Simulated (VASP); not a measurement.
The system is Te.

```xyz
3
Lattice="4.4540 0.0000 0.0000 -2.2270 3.8573 0.0000 0.0000 0.0000 5.9240" Properties=species:S:1:pos:R:3 pbc="T T T"
Te    1.1981    0.0000    1.9747
Te   -0.5991    1.0376    3.9493
Te    1.6279    2.8197    0.0000
```

| Item | Value |
| --- | --- |
| Program | VASP 6.6.1 |
| Task | relaxation of cell and atoms |
| Functional | LDA |
| Potentials or basis | VASP PAW LDA potentials, release 64 (Te) |
| Cutoff | 600 eV |
| k mesh | 5 × 5 × 3 |
| Occupations | fermi-dirac, width 0.05 eV |
| Spin | no spin polarisation |

At the start: pressure -1.8 GPa; volume 33.93 Å³/atom.

Problem. Where does the relaxation end?

Solution. Over 10 steps the energy falls by 19.5 meV/atom and the volume is 31.47 Å³/atom (-7.2 %); space group P3_121 (No. 152, to 0.1 Å) before and after.

The path:
```tsv
step	energy change (eV)	largest force (eV/Å)	pressure (GPa)	volume (Å³)
1	0.0000	0.0975	-1.81	101.78
2	-0.0188	0.3725	1.04	96.25
3	-0.0233	0.2870	0.11	97.87
4	-0.0358	0.2315	0.12	97.02
5	-0.0563	0.0872	0.37	94.46
6	-0.0573	0.0490	0.50	93.71
7	-0.0539	0.0584	-0.94	95.83
8	-0.0586	0.0104	-0.01	94.43
9	-0.0586	0.0112	0.00	94.42
10	-0.0586	0.0081	0.00	94.42
```

Final structure:
```
CELL_PARAMETERS angstrom
4.29223 0.00000 0.00000
-2.14612 3.71718 0.00000
0.00000 0.00000 5.91808
ATOMIC_POSITIONS crystal
Te 0.28610 0.00000 0.33333
Te 0.00000 0.28610 0.66667
Te 0.71390 0.71390 0.00000
```
